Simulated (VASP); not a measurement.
Runs of VASP 6.6.1 on Au. The structure is that of space group Pm-3m (No. 221), or close to it. The cells are those of the table. 

```tsv
task	cell	k mesh	cutoff (eV)	gap on the mesh (eV)	pressure (GPa)
relaxation of cell and atoms	relaxed from a = 2.636 Å, 1 atom	12 × 12 × 12	600	none	0.1
single point	a = 2.739 Å, 1 atom	13 × 13 × 13	520	none	9.3
single point	a = 2.816 Å, 1 atom	18 × 18 × 18	520	none	0.4
single point	a = 2.778 Å, 1 atom	13 × 13 × 13	520	none	4.3
single point	a = 2.924 Å, 1 atom	13 × 13 × 13	520	none	(b)
single point	a = 2.889 Å, 1 atom	13 × 13 × 13	520	none	-4.7
single point	a = 2.816 Å, 1 atom	13 × 13 × 13	520	none	0.4
single point	a = 2.816 Å, 1 atom	12 × 12 × 12	520	none	0.4
single point	a = 2.853 Å, 1 atom	13 × 13 × 13	520	none	(a)
single point	a = 2.698 Å, 1 atom	13 × 13 × 13	520	none	15.9
```

Alike in all rows: level BLYP; potentials or basis VASP PAW PBE potentials, release 64 (Au); no spin polarisation; smearing fermi-dirac 0.1 eV.

**Question.** Estimate the missing entries.

**Answer.** (a) -2.5; (b) -6.4.

Caveats: the PAW data sets were made with another functional, which shifts forces and pressure a little; spin-orbit coupling is left out, which moves the levels of the heavy elements.

A k mesh can miss the band edges, and the runs leave out spin-orbit coupling on Au.

A gap of «none» marks levels without a gap at the run's occupations.
